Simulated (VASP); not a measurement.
Write the native input for VASP 6.6.1 that does the following.

| Quantity | Value |
| --- | --- |
| Task | relaxation of cell and atoms |
| Functional | r2SCAN |
| Potentials or basis | VASP PAW PBE potentials, release 64 (Tl_d, Br) |
| Cutoff | 550 eV |
| k mesh | 10 × 10 × 10 |
| Occupations | fermi-dirac, width 0.1 eV |
| Spin | no spin polarisation |
| Dipole correction | no |
| Further INCAR settings | ALGO = Normal; EDIFF = 1e-07; IBRION = 2; EDIFFG = -0.002; NSW = 100; ISIF = 3 |

TlBr:

```
Tl Br
1.0
     3.98000    0.00000    0.00000
     0.00000    3.98000    0.00000
     0.00000    0.00000    3.98000
Tl Br
1 1
Direct
  0.00000 0.00000 0.00000
  0.50000 0.50000 0.50000
```

These files were run (other wordings do the same):

POSCAR

```
TlBr
1.0
    3.9800000000      0.0000000000      0.0000000000
    0.0000000000      3.9800000000      0.0000000000
    0.0000000000      0.0000000000      3.9800000000
Tl Br
1 1
Direct
    0.0000000000      0.0000000000      0.0000000000
    0.5000000000      0.5000000000      0.5000000000
```

INCAR.step1

```
PREC = Accurate
ENCUT = 550
ISMEAR = -1
SIGMA = 0.1
LREAL = False
LASPH = True
NELM = 120
GGA = PE
ALGO = Normal
EDIFF = 1E-5
LWAVE = True
LCHARG = False
GGA_COMPAT = False
IBRION = 2
ISIF = 3
EDIFFG = -0.005
NELMIN = 4
NSW = 100
```

INCAR.step2

```
PREC = Accurate
ENCUT = 550
EDIFF = 1E-7
ISMEAR = -1
SIGMA = 0.1
LREAL = False
LASPH = True
NELM = 120
ALGO = Normal
ISIF = 3
LWAVE = False
LCHARG = False
METAGGA = R2SCAN
LMIXTAU = True
IBRION = 2
NSW = 100
EDIFFG = -0.002
ISTART = 1
GGA_COMPAT = False
NELMIN = 4
```

KPOINTS

```
Automatic mesh
0
Gamma
  10 10 10
```

Potentials or basis: VASP PAW PBE potentials, release 64 (Tl_d, Br).

The run is started by

```bash
$ cat potpaw_PBE.64/Tl_d/POTCAR potpaw_PBE.64/Br/POTCAR > POTCAR
$ cp INCAR.step1 INCAR
$ mpirun -np 1 vasp_std > vasp.out
$ cp INCAR.step2 INCAR
$ mpirun -np 1 vasp_std > vasp.out
```

Results of the run:

* Relaxed volume: 31.88 Å³/atom
* Relaxed cell: a = 3.995 Å, b = 3.995 Å, c = 3.995 Å, α = 90.00°, β = 90.00°, γ = 90.00°
* Space group after relaxing (to 0.1 Å): Pm-3m (No. 221)
* Energy gained by relaxing: 0.3 meV/atom
* Ionic steps: 4
* Pressure after relaxing: 0.0 GPa
* Band gap on the k mesh: 2.33 eV

Caveat: the PAW data sets were made with another functional, which shifts forces and pressure a little; spin-orbit coupling is left out, which moves the levels of the heavy elements.

Run time: 4.3 min on 1 thread of Intel(R) Xeon(R) 6975P-C (Granite Rapids), on a shared host, peak memory 0.21 GiB.
